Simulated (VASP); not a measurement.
# MgO (Periclase) (Fm-3m) in VASP: a series of runs

MgO (Periclase) is run at these levels: PBE; tasks: single point.

Everything below comes from runs of VASP 6.6.1. Logs are shortened: lines on timing, memory, paths and dates and some standing lists are left out, and cuts for length are marked.

## (1) The cell of the first run

Symmetry: Fm-3m, No. 225, cubic system. The conventional cell has a = 4.101 Å, b = 4.101 Å, c = 4.101 Å, α = 90.00°, β = 90.00°, γ = 90.00°. Mg (site symmetry m-3m) has 6 O at 2.05 Å within 2.7 Å. O (site symmetry m-3m) has 6 Mg at 2.05 Å within 2.7 Å.

## (2) Single point, PBE

The input, INCAR:

```
PREC = Accurate
ENCUT = 600
EDIFF = 1E-6
ISMEAR = 0
SIGMA = 0.01
LREAL = False
LASPH = True
NELM = 120
ALGO = Normal
ISIF = 2
LWAVE = False
LCHARG = True
GGA = PE
LELF = True
LVHAR = True
NBANDS = 11
GGA_COMPAT = False
```

The input, KPOINTS:

```
Automatic mesh
0
Gamma
  8 8 8
```

The input, POSCAR:

```
MgO
1.0
    0.0000000000      2.0507035401      2.0507035401
    2.0507035401      0.0000000000      2.0507035401
    2.0507035401      2.0507035401      0.0000000000
Mg O
1 1
Direct
    0.0000000000      0.0000000000      0.0000000000
    0.5000000000      0.5000000000      0.5000000000
```

Potentials or basis: VASP PAW PBE potentials, release 64 (Mg, O).

On the command line:

```
> cat potpaw_PBE.64/Mg/POTCAR potpaw_PBE.64/O/POTCAR > POTCAR
> mpirun -np 1 vasp_std > vasp.out
```

OUTCAR:

```text
PREC = Accurate
   ENCUT = 600
   EDIFF = 1E-6
   ISMEAR = 0
   LREAL = False
   LASPH = True
   NELM = 120
   ISIF = 2
   GGA = PE

 ion  position               nearest neighbor table
   1  0.000  0.000  0.000-   2 2.05   2 2.05   2 2.05   2 2.05   2 2.05   2 2.05
   2  0.500  0.500  0.500-   1 2.05   1 2.05   1 2.05   1 2.05   1 2.05   1 2.05

  LATTYP: Found a face centered cubic cell.
 ALAT       =     4.1014070802

  Lattice vectors:

 A1 = (   0.0000000000,   2.0507035401,   2.0507035401)
 A2 = (   2.0507035401,   0.0000000000,   2.0507035401)
 A3 = (   2.0507035401,   2.0507035401,   0.0000000000)

Analysis of symmetry for initial positions (statically):
=====================================================================
 Subroutine PRICEL returns:
 Original cell was already a primitive cell.

 Routine SETGRP: Setting up the symmetry group for a
 face centered cubic supercell.

 Subroutine GETGRP returns: Found 48 space group operations
 (whereof 48 operations were pure point group operations)
 out of a pool of 48 trial point group operations.

The static configuration has the point symmetry O_h .

Analysis of symmetry for dynamics (positions and initial velocities):
=====================================================================
 Subroutine PRICEL returns:
 Original cell was already a primitive cell.

 Routine SETGRP: Setting up the symmetry group for a
 face centered cubic supercell.

 Subroutine GETGRP returns: Found 48 space group operations
 (whereof 48 operations were pure point group operations)
 out of a pool of 48 trial point group operations.

The dynamic configuration has the point symmetry O_h .

 Subroutine INISYM returns: Found 48 space group operations
 (whereof 48 operations are pure point group operations),
 and found     1 'primitive' translations

----------------------------------------------------------------------------------------

                                     Primitive cell

  volume of cell :      17.2480

  direct lattice vectors                    reciprocal lattice vectors
     0.000000000  2.050703540  2.050703540    -0.243818763  0.243818763  0.243818763
     2.050703540  0.000000000  2.050703540     0.243818763 -0.243818763  0.243818763
     2.050703540  2.050703540  0.000000000     0.243818763  0.243818763 -0.243818763

  length of vectors
     2.900132759  2.900132759  2.900132759     0.422306485  0.422306485  0.422306485

  position of ions in fractional coordinates (direct lattice)
     0.000000000  0.000000000  0.000000000
     0.500000000  0.500000000  0.500000000

  ion indices of the primitive-cell ions
   primitive index   ion index
                 1           1
                 2           2

----------------------------------------------------------------------------------------

 KPOINTS: Automatic mesh

Automatic generation of k-mesh.
 Grid dimensions read from file:
 generate k-points for:    8    8    8

 Generating k-lattice:

  Cartesian coordinates                     Fractional coordinates (reciprocal lattice)
    -0.030477345  0.030477345  0.030477345     0.125000000  0.000000000  0.000000000
     0.030477345 -0.030477345  0.030477345     0.000000000  0.125000000  0.000000000
     0.030477345  0.030477345 -0.030477345     0.000000000  0.000000000  0.125000000

  Length of vectors
     0.052788311  0.052788311  0.052788311

  Shift w.r.t. Gamma in fractional coordinates (k-lattice)
     0.000000000  0.000000000  0.000000000

 Subroutine IBZKPT returns following result:
 ===========================================

 Found     29 irreducible k-points:

 Following reciprocal coordinates:
            Coordinates               Weight
  0.000000  0.000000  0.000000      1.000000
  0.125000  0.000000  0.000000      8.000000
  0.250000  0.000000  0.000000      8.000000
  0.375000  0.000000  0.000000      8.000000
  0.500000  0.000000  0.000000      4.000000
  0.125000  0.125000  0.000000      6.000000
[... 16 lines left out ...]
  0.500000  0.250000  0.125000     48.000000
 -0.375000  0.250000  0.125000     24.000000
 [... further k-points ...]
   k-points           NKPTS =     29   k-points in BZ     NKDIM =     29   number of bands    NBANDS=     11
   number of dos      NEDOS =    301   number of ions     NIONS =      2
   total plane-waves  NPLWV =  13824
   dimension x,y,z NGX =    24 NGY =   24 NGZ =   24
   dimension x,y,z NGXF=    48 NGYF=   48 NGZF=   48
   ions per type =               1   1
   NGX,Y,Z   is equivalent  to a cutoff of  13.76, 13.76, 13.76 a.u.
   NGXF,Y,Z  is equivalent  to a cutoff of  27.52, 27.52, 27.52 a.u.
 SYSTEM =  unknown system
   PREC   = accura    normal or accurate (medium, high low for compatibility)
   ISTART =      0    job   : 0-new  1-cont  2-samecut
   ICHARG =      2    charge: 1-file 2-atom 10-const
   ISPIN  =      1    spin polarized calculation?
   LNONCOLLINEAR =      F non collinear calculations
   LSORBIT =      F    spin-orbit coupling
   LASPH  =      T    aspherical Exc in radial PAW
   ENCUT  =  600.0 eV  44.10 Ry    6.64 a.u.   5.79  5.79  5.79*2*pi/ulx,y,z
   NELM   =    120;   NELMIN=  2; NELMDL= -5     # of ELM steps
   EDIFF  = 0.1E-05   stopping-criterion for ELM
   LREAL  =      F    real-space projection
   EDIFFG = 0.1E-04   stopping-criterion for IOM
   NSW    =      0    number of steps for IOM
   IBRION =     -1    ionic relax: 0-MD 1-quasi-New 2-CG
   NFREE  =      0    steps in history (QN), initial steepest desc. (CG)
   ISIF   =      2    stress and relaxation
   ISYM   =      2    0-nonsym 1-usesym 2-fastsym
   POTIM  = 0.5000    time-step for ionic-motion
   TEBEG  =    0.0;   TEEND  =   0.0 temperature during run
   PSTRESS=    0.0 pullay stress
   NELECT =       8.0000    total number of electrons
   NUPDOWN=      -1.0000    fix difference up-down
   EMIN   =  10.00;   EMAX   =-10.00  energy-range for DOS
   EFERMI =   0.00;   METHOD = LEGACY
   ISMEAR =     0;   SIGMA  =   0.01  broadening in eV -4-tet -1-fermi 0-gaus
   EFERMI_NEDOS =   21; number of points for ismear=-14 and -15
   IALGO  =     38    algorithm
   IMIX   =      4    mixing-type and parameters
     AMIX     =   0.40;   BMIX     =  1.00
     AMIX_MAG =   1.60;   BMIX_MAG =  1.00
  volume/ion in A,a.u.               =       8.62        58.20
  Fermi-wavevector in a.u.,A,eV,Ry     =   1.267239  2.394735 21.849532  1.605895
  Thomas-Fermi vector in A             =   2.400398
   LORBIT       =      0    0 simple, 1 ext, 2 COOP (PROOUT), +10 PAW based schemes
   GGA     = PE    functional components
   LHFCALC =     F    Hartree Fock is set to
   AEXX    =    0.0000 exact exchange contribution
   IVDW    =     0    specifies the selected vdW correction
   LEPSILON=     F    determine dielectric tensor
   LRPA    =     F    only Hartree local field effects (RPA)
 non-spin polarized calculation
 Gauss-broadening in eV      SIGMA  =   0.01
  energy-cutoff  :      600.00
  volume of cell :       17.25
 maximum number of plane-waves:       588
   NGX = 11   NGY = 11   NGZ = 11

 number of electron       7.9999997 magnetization

 Free energy of the ion-electron system (eV)
  ---------------------------------------------------
  ext. energy  EPLUGINS =         0.00000000
  ---------------------------------------------------
  free energy    TOTEN  =       -11.80590629 eV

  energy without entropy =      -11.80590629  energy(sigma->0) =      -11.80590629

 E-fermi :   3.9647     XC(G=0): -11.4632

 val. band max:        3.8115983207   @ k =   0.0000   0.0000   0.0000
 cond. band min:       9.3566620988   @ k =   0.0000   0.0000   0.0000
 fundamental gap:      5.5450637780
 Fermi energy:         3.9646581692

 k-point     1 :       0.0000    0.0000    0.0000
  band No.  band energies     occupation
      1     -13.8811      2.00000
      2       3.8116      2.00000
      3       3.8116      2.00000
      4       3.8116      2.00000
      5       9.3567      0.00000
      6      20.0637      0.00000
      7      20.0637      0.00000
      8      20.0637      0.00000
      9      24.1955      0.00000
     10      26.0669      0.00000
     11      26.0669      0.00000

 k-point     2 :       0.1250    0.0000    0.0000
  band No.  band energies     occupation
      1     -13.6943      2.00000
      2       2.8268      2.00000
      3       3.6929      2.00000
      4       3.6929      2.00000
      5      10.2596      0.00000
      6      18.3579      0.00000
      7      20.4714      0.00000
      8      20.4714      0.00000
      9      25.2293      0.00000
     10      25.2293      0.00000
     11      26.6172      0.00000

 k-point     3 :       0.2500    0.0000    0.0000
  band No.  band energies     occupation
      1     -13.2048      2.00000
      2       0.9974      2.00000
      3       3.4204      2.00000
      4       3.4204      2.00000
      5      11.6604      0.00000
      6      16.9058      0.00000
      7      21.1290      0.00000
      8      21.1291      0.00000
      9      24.8460      0.00000
     10      24.8460      0.00000
     11      27.1627      0.00000

 k-point     4 :       0.3750    0.0000    0.0000
  band No.  band energies     occupation
      1     -12.6446      2.00000
      2      -0.5534      2.00000
      3       3.1647      2.00000
      4       3.1647      2.00000
      5      12.2095      0.00000
      6      16.9820      0.00000
      7      21.0992      0.00000
      8      21.0992      0.00000
      9      26.2016      0.00000
     10      26.2016      0.00000
     11      26.3131      0.00000
[... 239 lines left out ...]
 k-point    22 :       0.3750    0.2500    0.1250
  band No.  band energies     occupation
      1     -12.8541      2.00000
      2       0.6025      2.00000
      3       2.5475      2.00000
      4       3.1206      2.00000
      5      13.1396      0.00000
      6      15.6294      0.00000
      7      19.8145      0.00000
      8      22.3182      0.00000
      9      22.6808      0.00000
     10      27.2136      0.00000
     11      31.0498      0.00000

 k-point    23 :       0.5000    0.2500    0.1250
  band No.  band energies     occupation
      1     -12.4126      2.00000
      2      -0.1733      2.00000
      3       1.9187      2.00000
      4       2.8424      2.00000
      5      13.9931      0.00000
      6      16.0411      0.00000
      7      18.6523      0.00000
      8      21.9586      0.00000
      9      24.3936      0.00000
     10      27.2847      0.00000
     11      31.1965      0.00000

 k-point    24 :      -0.3750    0.2500    0.1250
  band No.  band energies     occupation
      1     -12.2142      2.00000
      2      -0.5101      2.00000
      3       1.6932      2.00000
      4       2.7130      2.00000
      5      14.0626      0.00000
      6      16.7653      0.00000
      7      18.2119      0.00000
      8      21.7174      0.00000
      9      25.3066      0.00000
     10      26.9873      0.00000
     11      31.2956      0.00000

 [... further k-points ...]
[... 5 lines left out ...]
  --------------------------------------------------------------------------------------
  -------------------------------------------------------------------------------------
  Total        2.0918293      2.0918293      2.0918293     -0.0000000      0.0000000     -0.0000000
  in kB      194.3113530    194.3113530    194.3113530     -0.0000000      0.0000000     -0.0000000
  external PRESSURE =     194.3113530 kB  Pullay stress =       0.0000000 kB

 VOLUME and BASIS-vectors are now :
 -----------------------------------------------------------------------------
  energy-cutoff  :      600.00
  volume of cell :       17.25
      direct lattice vectors                 reciprocal lattice vectors
     0.000000000  2.050703540  2.050703540    -0.243818763  0.243818763  0.243818763
     2.050703540  0.000000000  2.050703540     0.243818763 -0.243818763  0.243818763
     2.050703540  2.050703540  0.000000000     0.243818763  0.243818763 -0.243818763

 POSITION                                       TOTAL-FORCE (eV/Angst)
 -----------------------------------------------------------------------------------
      0.00000      0.00000      0.00000        -0.000000     -0.000000      0.000000
      2.05070      2.05070      2.05070         0.000000      0.000000     -0.000000
 -----------------------------------------------------------------------------------
    total drift:                               -0.000000     -0.000000      0.000000

  FREE ENERGIE OF THE ION-ELECTRON SYSTEM (eV)
  ---------------------------------------------------
  free  energy   TOTEN  =       -11.8059062867 eV

  energy  without entropy=      -11.8059062867  energy(sigma->0) =      -11.80590629
```

Run time: 12 s. Hardware: 1 thread of Intel Xeon 8259CL, shared host; peak memory 0.14 GiB.

Results:

| Quantity | Value |
| --- | --- |
| Free energy | -11.8059 eV |
| Pressure | 19.4 GPa |
| Band gap on the k mesh | 5.55 eV, direct |

Levels at points of the mesh, in eV from the valence-band top:
```tsv
k point	band 2	band 3	band 4	band 5	band 6	band 7
(0.00, 0.00, 0.00)	0.00	0.00	0.00	5.55	16.25	16.25
(0.50, 0.00, 0.00)	-4.98	-0.75	-0.75	8.42	13.53	17.15
(0.50, 0.50, 0.00)	-4.42	-1.46	-1.46	9.20	10.87	13.97
```

## (3) Single point, PBE

This run uses another cell than the first one, of 9.00 Å³/atom, 1.043 times its volume.

The input, INCAR:

```
ALGO = Normal
EDIFF = 1E-6
ENCUT = 600
GGA = PE
GGA_COMPAT = False
ISIF = 2
ISMEAR = 0
LASPH = True
LCHARG = True
LELF = True
LREAL = False
LVHAR = True
LWAVE = False
NBANDS = 11
NELM = 120
PREC = Accurate
SIGMA = 0.01
```

The input, KPOINTS:

```
k-points
0
Gamma
  8 8 8
```

The input, POSCAR:

```
MgO
1.0
    0.0000000000      2.0800032635      2.0800032635
    2.0800032635      0.0000000000      2.0800032635
    2.0800032635      2.0800032635      0.0000000000
Mg O
1 1
Direct
    0.0000000000      0.0000000000      0.0000000000
    0.5000000000      0.5000000000      0.5000000000
```

Potentials or basis: VASP PAW PBE potentials, release 64 (Mg, O).

On the command line:

```
> cat potpaw_PBE.64/Mg/POTCAR potpaw_PBE.64/O/POTCAR > POTCAR
> mpirun -np 1 vasp_std > vasp.out
```

It took 13 s on 1 thread of Intel Xeon 8259CL, shared host; peak memory 0.14 GiB.

Results (log left out):

| Quantity | Value |
| --- | --- |
| Free energy | -11.8773 eV |
| Pressure | 10.5 GPa |
| Band gap on the k mesh | 5.10 eV, direct |

Levels at points of the mesh, in eV from the valence-band top:
```
           k point  band 1  band 2  band 3  band 4  band 5  band 6  band 7  band 8
(0.00, 0.00, 0.00)  -17.46    0.00    0.00    0.00    5.10   16.01   16.01   16.01
(0.50, 0.00, 0.00)  -16.08   -4.78   -0.70   -0.70    8.14   13.04   16.70   16.70
(0.50, 0.50, 0.00)  -15.81   -4.24   -1.40   -1.40    9.16   10.39   13.50   19.55
```

Expect the measured gap to be larger: semilocal functionals such as PBE lack the derivative discontinuity.
